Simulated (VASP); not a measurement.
Sn, 1 atom in the cell. It takes space group Im-3m (No. 229, cubic). Conventional cell: a = 3.360 Å, b = 3.360 Å, c = 3.360 Å, α = 90.00°, β = 90.00°, γ = 90.00°. Within 3.8 Å of Sn (site symmetry m-3m) lie 14 Sn at 2.91 to 3.36 Å. 

* Program: VASP 6.6.1
* Task: relaxation of cell and atoms
* Functional: PBE
* Potentials or basis: VASP PAW PBE potentials, release 64 (Sn_d)
* Cutoff: 600 eV
* k mesh: 16 × 16 × 16
* Occupations: fermi-dirac, width 0.05 eV
* Spin: no spin polarisation
* Target pressure: 44 GPa
* Dipole correction: no
* Further INCAR settings: ALGO = Normal; EDIFF = 1e-07; IBRION = 2; EDIFFG = -0.005; NSW = 32; ISIF = 3

Potentials or basis: VASP PAW PBE potentials, release 64 (Sn_d).

Run with:

```bash
$ cat potpaw_PBE.64/Sn_d/POTCAR > POTCAR
$ mpirun -np 1 vasp_std > vasp.out
```

Hardware: 1 thread of AMD EPYC 9R45 96-Core Processor (Zen 5) (shared host).

Question: Estimate the wall time of this run.

Answer: Run time: 15 s on 1 thread of AMD EPYC 9R45 96-Core Processor (Zen 5) (shared host), peak memory 0.14 GiB. Counts: scf iterations 13, k points 145, ion steps 1.
